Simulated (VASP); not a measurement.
# Rh (Fd-3m) in VASP: notebook

Rh is run at these levels: PBEsol; tasks: single point.

All numbers are computed with VASP 6.6.1; they aren't measurements. Logs are shortened: lines on timing, memory, paths and dates and some standing lists are left out, and cuts for length are marked.

## 1. The cell of the first run

The structure is cubic, space group Fd-3m (No. 227). Conventional cell: a = 5.578 Å, b = 5.578 Å, c = 5.578 Å, α = 90.00°, β = 90.00°, γ = 90.00°. Within 3.2 Å of Rh (site symmetry -43m) lie 4 Rh at 2.42 Å.

This isn't the form of Rh at room conditions, which is fcc.

## 2. Single point, PBEsol (21.69 Å³/atom)

File INCAR:

```
SYSTEM = Rh
ALGO = Normal
EDIFF = 1E-7
ENCUT = 520
GGA = PS
ISIF = 2
ISMEAR = -1
LASPH = .TRUE.
LCHARG = .FALSE.
LREAL = .FALSE.
LWAVE = .FALSE.
NBANDS = 22
NELM = 100
PREC = Accurate
SIGMA = 0.1
```

File KPOINTS:

```
k-points
0
G
  11 11 11
  0 0 0
```

File POSCAR:

```
Rh
1.0
    0.0000000000      2.7888345603      2.7888345603
    2.7888345603      0.0000000000      2.7888345603
    2.7888345603      2.7888345603      0.0000000000
Rh
2
Direct
    0.1250000000      0.1250000000      0.1250000000
    0.8750000000      0.8750000000      0.8750000000
```

Potentials or basis: VASP PAW PBE potentials, release 64 (Rh_pv).

Command:

```bash
cat potpaw_PBE.64/Rh_pv/POTCAR > POTCAR
mpirun -np 1 vasp_std > vasp.out
```

OUTCAR:

```text
SYSTEM = Rh
   EDIFF = 1E-7
   ENCUT = 520
   GGA = PS
   ISIF = 2
   ISMEAR = -1
   LASPH = .TRUE.
   LREAL = .FALSE.
   NELM = 100
   PREC = Accurate

 ion  position               nearest neighbor table
   1  0.125  0.125  0.125-   2 2.42   2 2.42   2 2.42   2 2.42
   2  0.875  0.875  0.875-   1 2.42   1 2.42   1 2.42   1 2.42

  LATTYP: Found a face centered cubic cell.
 ALAT       =     5.5776691206

  Lattice vectors:

 A1 = (   0.0000000000,   2.7888345603,   2.7888345603)
 A2 = (   2.7888345603,   0.0000000000,   2.7888345603)
 A3 = (   2.7888345603,   2.7888345603,   0.0000000000)

Analysis of symmetry for initial positions (statically):
=====================================================================
 Subroutine PRICEL returns:
 Original cell was already a primitive cell.

 Routine SETGRP: Setting up the symmetry group for a
 face centered cubic supercell.

 Subroutine GETGRP returns: Found 48 space group operations
 (whereof 12 operations were pure point group operations)
 out of a pool of 48 trial point group operations.

The static configuration has the point symmetry D_3d.
 The point group associated with its full space group is O_h .

Analysis of symmetry for dynamics (positions and initial velocities):
=====================================================================
 Subroutine PRICEL returns:
 Original cell was already a primitive cell.

 Routine SETGRP: Setting up the symmetry group for a
 face centered cubic supercell.

 Subroutine GETGRP returns: Found 48 space group operations
 (whereof 12 operations were pure point group operations)
 out of a pool of 48 trial point group operations.

The dynamic configuration has the point symmetry D_3d.
 The point group associated with its full space group is O_h .

 Subroutine INISYM returns: Found 48 space group operations
 (whereof 12 operations are pure point group operations),
 and found     1 'primitive' translations

----------------------------------------------------------------------------------------

                                     Primitive cell

  volume of cell :      43.3809

  direct lattice vectors                    reciprocal lattice vectors
     0.000000000  2.788834560  2.788834560    -0.179286361  0.179286361  0.179286361
     2.788834560  0.000000000  2.788834560     0.179286361 -0.179286361  0.179286361
     2.788834560  2.788834560  0.000000000     0.179286361  0.179286361 -0.179286361

  length of vectors
     3.944007658  3.944007658  3.944007658     0.310533087  0.310533087  0.310533087

  position of ions in fractional coordinates (direct lattice)
     0.125000000  0.125000000  0.125000000
     0.875000000  0.875000000  0.875000000

  ion indices of the primitive-cell ions
   primitive index   ion index
                 1           1
                 2           2

----------------------------------------------------------------------------------------

 KPOINTS: k-points

Automatic generation of k-mesh.
 Grid dimensions read from file:
 generate k-points for:   11   11   11

 Generating k-lattice:

  Cartesian coordinates                     Fractional coordinates (reciprocal lattice)
    -0.016298760  0.016298760  0.016298760     0.090909091  0.000000000  0.000000000
     0.016298760 -0.016298760  0.016298760     0.000000000  0.090909091  0.000000000
     0.016298760  0.016298760 -0.016298760     0.000000000  0.000000000  0.090909091

  Length of vectors
     0.028230281  0.028230281  0.028230281

  Shift w.r.t. Gamma in fractional coordinates (k-lattice)
     0.000000000  0.000000000  0.000000000

 Subroutine IBZKPT returns following result:
 ===========================================

 Found     56 irreducible k-points:

 Following reciprocal coordinates:
            Coordinates               Weight
  0.000000  0.000000  0.000000      1.000000
  0.090909  0.000000  0.000000      8.000000
  0.181818  0.000000  0.000000      8.000000
  0.272727  0.000000  0.000000      8.000000
  0.363636  0.000000  0.000000      8.000000
  0.454545  0.000000  0.000000      8.000000
[... 16 lines left out ...]
 -0.272727  0.181818  0.000000     24.000000
 -0.181818  0.181818  0.000000     12.000000
 [... further k-points ...]
   k-points           NKPTS =     56   k-points in BZ     NKDIM =     56   number of bands    NBANDS=     22
   number of dos      NEDOS =    301   number of ions     NIONS =      2
   total plane-waves  NPLWV =  27000
   dimension x,y,z NGX =    30 NGY =   30 NGZ =   30
   dimension x,y,z NGXF=    60 NGYF=   60 NGZF=   60
   ions per type =               2
   NGX,Y,Z   is equivalent  to a cutoff of  12.65, 12.65, 12.65 a.u.
   NGXF,Y,Z  is equivalent  to a cutoff of  25.29, 25.29, 25.29 a.u.
 SYSTEM =  Rh
   PREC   = accura    normal or accurate (medium, high low for compatibility)
   ISTART =      0    job   : 0-new  1-cont  2-samecut
   ICHARG =      2    charge: 1-file 2-atom 10-const
   ISPIN  =      1    spin polarized calculation?
   LNONCOLLINEAR =      F non collinear calculations
   LSORBIT =      F    spin-orbit coupling
   LASPH  =      T    aspherical Exc in radial PAW
   ENCUT  =  520.0 eV  38.22 Ry    6.18 a.u.   7.33  7.33  7.33*2*pi/ulx,y,z
   NELM   =    100;   NELMIN=  2; NELMDL= -5     # of ELM steps
   EDIFF  = 0.1E-06   stopping-criterion for ELM
   LREAL  =      F    real-space projection
   EDIFFG = 0.1E-05   stopping-criterion for IOM
   NSW    =      0    number of steps for IOM
   IBRION =     -1    ionic relax: 0-MD 1-quasi-New 2-CG
   NFREE  =      0    steps in history (QN), initial steepest desc. (CG)
   ISIF   =      2    stress and relaxation
   ISYM   =      2    0-nonsym 1-usesym 2-fastsym
   POTIM  = 0.5000    time-step for ionic-motion
   TEBEG  =    0.0;   TEEND  =   0.0 temperature during run
   PSTRESS=    0.0 pullay stress
   NELECT =      30.0000    total number of electrons
   NUPDOWN=      -1.0000    fix difference up-down
   EMIN   =  10.00;   EMAX   =-10.00  energy-range for DOS
   EFERMI =   0.00;   METHOD = LEGACY
   ISMEAR =    -1;   SIGMA  =   0.10  broadening in eV -4-tet -1-fermi 0-gaus
   EFERMI_NEDOS =   21; number of points for ismear=-14 and -15
   IALGO  =     38    algorithm
   IMIX   =      4    mixing-type and parameters
     AMIX     =   0.40;   BMIX     =  1.00
     AMIX_MAG =   1.60;   BMIX_MAG =  1.00
  volume/ion in A,a.u.               =      21.69       146.37
  Fermi-wavevector in a.u.,A,eV,Ry     =   1.447713  2.735781 28.516086  2.095873
  Thomas-Fermi vector in A             =   2.565637
   LORBIT       =      0    0 simple, 1 ext, 2 COOP (PROOUT), +10 PAW based schemes
   GGA     = PS    functional components
   LHFCALC =     F    Hartree Fock is set to
   AEXX    =    0.0000 exact exchange contribution
   IVDW    =     0    specifies the selected vdW correction
   LEPSILON=     F    determine dielectric tensor
   LRPA    =     F    only Hartree local field effects (RPA)
 non-spin polarized calculation
  energy-cutoff  :      520.00
  volume of cell :       43.38
 maximum number of plane-waves:      1211
 NGX is ok and might be reduce to    30
   NGX = 15   NGY = 15   NGZ = 15

 number of electron      30.0000004 magnetization

 Free energy of the ion-electron system (eV)
  ---------------------------------------------------
  ext. energy  EPLUGINS =         0.00000000
  ---------------------------------------------------
  free energy    TOTEN  =       -13.64930176 eV

  energy without entropy =      -13.53499695  energy(sigma->0) =      -13.59214936

 E-fermi :   5.7342     XC(G=0): -11.1279

 val. band max:        5.7261132198   @ k =  -0.2727   0.0909   0.0000
 cond. band min:       5.7482731465   @ k =  -0.4545   0.3636   0.1818
 fundamental gap:      0.0221599267
 Fermi energy:         5.7341868883

 k-point     1 :       0.0000    0.0000    0.0000
  band No.  band energies     occupation
      1     -41.1860      2.00000
      2     -41.1860      2.00000
      3     -41.1860      2.00000
      4     -40.6341      2.00000
      5     -40.6341      2.00000
      6     -40.6341      2.00000
[... 14 lines left out ...]
     21      18.1872      0.00000
     22      18.2981      0.00000

 k-point     2 :       0.0909    0.0000    0.0000
  band No.  band energies     occupation
      1     -41.1909      2.00000
      2     -41.1909      2.00000
      3     -41.1844      2.00000
      4     -40.6363      2.00000
      5     -40.6291      2.00000
      6     -40.6291      2.00000
[... 14 lines left out ...]
     21      17.6115      0.00000
     22      18.7851      0.00000

 k-point     3 :       0.1818    0.0000    0.0000
  band No.  band energies     occupation
      1     -41.2035      2.00000
      2     -41.2035      2.00000
      3     -41.1800      2.00000
      4     -40.6420      2.00000
      5     -40.6161      2.00000
      6     -40.6161      2.00000
[... 14 lines left out ...]
     21      16.9448      0.00000
     22      19.4423      0.00000

 k-point     4 :       0.2727    0.0000    0.0000
  band No.  band energies     occupation
      1     -41.2194      2.00000
      2     -41.2194      2.00000
      3     -41.1744      2.00000
      4     -40.6495      2.00000
      5     -40.5999      2.00000
      6     -40.5999      2.00000
[... 14 lines left out ...]
     21      16.4427      0.00000
     22      19.2479      0.00000

 k-point     5 :       0.3636    0.0000    0.0000
  band No.  band energies     occupation
      1     -41.2332      2.00000
      2     -41.2332      2.00000
      3     -41.1693      2.00000
      4     -40.6563      2.00000
      5     -40.5857      2.00000
      6     -40.5857      2.00000
[... 14 lines left out ...]
     21      16.1314      0.00000
     22      19.0581      0.00000

 k-point     6 :       0.4545    0.0000    0.0000
  band No.  band energies     occupation
      1     -41.2411      2.00000
      2     -41.2411      2.00000
      3     -41.1663      2.00000
      4     -40.6603      2.00000
      5     -40.5775      2.00000
      6     -40.5775      2.00000
[... 14 lines left out ...]
     21      15.9871      0.00000
     22      18.9554      0.00000

 k-point     7 :       0.0909    0.0909    0.0000
  band No.  band energies     occupation
      1     -41.1966      2.00000
      2     -41.1966      2.00000
      3     -41.1751      2.00000
      4     -40.6458      2.00000
      5     -40.6233      2.00000
      6     -40.6233      2.00000
[... 324 lines left out ...]
      6     -40.5445      2.00000
[... 14 lines left out ...]
     21      15.9184      0.00000
     22      20.0473      0.00000

 k-point    21 :      -0.4545    0.1818    0.0000
  band No.  band energies     occupation
      1     -41.2858      2.00000
      2     -41.2580      2.00000
      3     -41.0852      2.00000
      4     -40.7402      2.00000
      5     -40.5602      2.00000
      6     -40.5349      2.00000
[... 14 lines left out ...]
     21      15.9778      0.00000
     22      20.4150      0.00000

 k-point    22 :      -0.3636    0.1818    0.0000
  band No.  band energies     occupation
      1     -41.2857      2.00000
      2     -41.2490      2.00000
      3     -41.0947      2.00000
      4     -40.7302      2.00000
      5     -40.5695      2.00000
      6     -40.5350      2.00000
[... 14 lines left out ...]
     21      16.1273      0.00000
     22      20.1506      0.00000

 k-point    23 :      -0.2727    0.1818    0.0000
  band No.  band energies     occupation
      1     -41.2745      2.00000
      2     -41.2345      2.00000
      3     -41.1154      2.00000
      4     -40.7089      2.00000
      5     -40.5843      2.00000
      6     -40.5460      2.00000
[... 14 lines left out ...]
     21      16.3651      0.00000
     22      19.7753      0.00000

 k-point    24 :      -0.1818    0.1818    0.0000
  band No.  band energies     occupation
      1     -41.2535      2.00000
      2     -41.2188      2.00000
      3     -41.1409      2.00000
      4     -40.6826      2.00000
      5     -40.6004      2.00000
      6     -40.5665      2.00000
[... 14 lines left out ...]
     21      16.6732      0.00000
     22      19.2703      0.00000

 [... further k-points ...]

------------------------ aborting loop because EDIFF is reached ----------------------------------------

  FORCE on cell =-STRESS in cart. coord.  units (eV):
  Direction    XX          YY          ZZ          XY          YZ          ZX
  --------------------------------------------------------------------------------------
  -------------------------------------------------------------------------------------
  Total       -2.5501292     -2.5501292     -2.5501292      0.0000000      0.0000000     -0.0000000
  in kB      -94.1834327    -94.1834327    -94.1834327      0.0000000      0.0000000     -0.0000000
  external PRESSURE =     -94.1834327 kB  Pullay stress =       0.0000000 kB

 VOLUME and BASIS-vectors are now :
 -----------------------------------------------------------------------------
  energy-cutoff  :      520.00
  volume of cell :       43.38
      direct lattice vectors                 reciprocal lattice vectors
     0.000000000  2.788834560  2.788834560    -0.179286361  0.179286361  0.179286361
     2.788834560  0.000000000  2.788834560     0.179286361 -0.179286361  0.179286361
     2.788834560  2.788834560  0.000000000     0.179286361  0.179286361 -0.179286361

 POSITION                                       TOTAL-FORCE (eV/Angst)
 -----------------------------------------------------------------------------------
      0.69721      0.69721      0.69721         0.000000      0.000000     -0.000000
      4.88046      4.88046      4.88046        -0.000000     -0.000000      0.000000
 -----------------------------------------------------------------------------------
    total drift:                               -0.000000      0.000000      0.000000

  FREE ENERGIE OF THE ION-ELECTRON SYSTEM (eV)
  ---------------------------------------------------
  free  energy   TOTEN  =       -13.6493017638 eV

  energy  without entropy=      -13.5349969541  energy(sigma->0) =      -13.59214936
```

It took 71 s on 1 thread of Intel Xeon 8259CL, shared host; peak memory 0.19 GiB.

Results:

| Property | Result |
| --- | --- |
| Free energy | -13.6493 eV |
| Pressure | -9.4 GPa |
| Band gap on the k mesh | zero (bands 15 and 16 overlap by 1.05 eV) |

Caveat: the cell stands under tension; the PAW data sets were made with another functional, which shifts forces and pressure a little.

## 3. Single point, PBEsol (22.49 Å³/atom)

This run uses another cell than the first one, of 22.49 Å³/atom.

File INCAR:

```
SYSTEM = Rh
PREC = Accurate
ENCUT = 520
EDIFF = 1E-6
ISMEAR = -1
SIGMA = 0.1
LREAL = .FALSE.
LASPH = .TRUE.
NELM = 100
ALGO = Normal
ISIF = 2
LWAVE = .FALSE.
LCHARG = .FALSE.
GGA = PS
NBANDS = 22
```

File KPOINTS:

```
regular mesh
0
G
  11 11 11
  0 0 0
```

File POSCAR:

```
Rh
1.0
    0.0000000000      2.8228480901      2.8228480901
    2.8228480901      0.0000000000      2.8228480901
    2.8228480901      2.8228480901      0.0000000000
Rh
2
Direct
    0.1250000000      0.1250000000      0.1250000000
    0.8750000000      0.8750000000      0.8750000000
```

Potentials or basis: VASP PAW PBE potentials, release 64 (Rh_pv).

Command:

```bash
cat potpaw_PBE.64/Rh_pv/POTCAR > POTCAR
mpirun -np 1 vasp_std > vasp.out
```

Wall time 58 s (1 thread of Intel Xeon 8259CL, shared host); peak memory 0.19 GiB.

It converged, with:

```yaml
Free_energy: -13.5389 eV
Pressure: -12.6 GPa
Band_gap_on_the_k_mesh: zero (bands 15 and 16 overlap by 0.99 eV)
```

Levels at points of the mesh, in eV from the Fermi level:
```
           k point  band 13  band 14  band 15  band 16  band 17  band 18
(0.00, 0.00, 0.00)    -1.29    -1.29    -1.29     0.32     0.32    12.17
```

Caveat: the cell stands under tension; the PAW data sets were made with another functional, which shifts forces and pressure a little.

The gap in the log of VASP goes by the Fermi energy; the results here count the filled bands.